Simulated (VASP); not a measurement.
Runs of VASP 6.6.1 on ScCo. It takes space group Pm-3m (No. 221, cubic). The conventional cell has a = 3.145 Å, b = 3.145 Å, c = 3.145 Å, α = 90.00°, β = 90.00°, γ = 90.00°. Within 3.6 Å of Co (site symmetry m-3m) lie 8 Sc at 2.72 Å and 6 Co at 3.15 Å. Sc (site symmetry m-3m) has 8 Co at 2.72 Å and 6 Sc at 3.15 Å within 3.6 Å. 

```tsv
fixed moment (μB)	pressure (GPa)	moment (μB)
1.8	-4.5	1.80
0.22	-11.9	0.22
0.45	(a)	0.45
1.57	-5.8	1.57
0.67	(b)	0.67
```

Alike in all rows: task single point; level LDA; potentials or basis VASP PAW LDA potentials, release 64 (Co, Sc_sv); spin collinear, ferromagnetic start; cell as given; k mesh 10 × 10 × 10; cutoff (eV) 520; smearing fermi-dirac 0.1 eV.

**Question.** Fill in the values left out.

**Answer.** (a) -11.4; (b) -10.3.

Caveats: the cell stands under tension; the total moment is fixed, so each spin has its own Fermi level.
